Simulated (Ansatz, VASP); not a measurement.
**Fe in VASP and in Ansatz**

```
CELL_PARAMETERS angstrom
-1.37485 1.37485 1.37485
1.37485 -1.37485 1.37485
1.37485 1.37485 -1.37485
ATOMIC_POSITIONS crystal
Fe 0.00000 0.00000 0.00000
```

Alike in both runs: task electric field gradients; functional LDA; k mesh 22 × 22 × 22; occupations gaussian, width 0.05 eV; collinear spin.

|  | VASP | Ansatz |
| --- | --- | --- |
| version | VASP 6.6.1 | Ansatz 0.2.0 |
| potentials or method | VASP PAW LDA potentials, release 64 (Fe), cutoff 520 eV | scalar-relativistic, plane waves, PAW |
| valence electrons in the cell | 8 | 16 |

Ansatz gave:

| Quantity | Value |
| --- | --- |
| gap on the k mesh at the Fermi level (eV) | none |
| pressure (GPa) | 0.1 |
| net moment per atom (μB) | 1.98 |
| size of the moment on the site where the two differ most (μB) | 1.98 |

Q: Estimate VASP's values.

A: gap on the k mesh at the Fermi level (eV): none; pressure (GPa): -1.0; net moment per atom (μB): 1.94; size of the moment on the site where the two differ most (μB): 1.91.

LDA's correlation is that of Perdew and Zunger in VASP and of Perdew and Wang (1992) in Ansatz. Site moments also hang on the region over which each program counts them. A gap of «none» marks a metal or a gap that the smearing closes. VASP's potentials hold 8 valence electrons a cell and Ansatz's 16, so a difference there can come from the potentials and not from the codes. Ansatz's warnings: stability check not made.
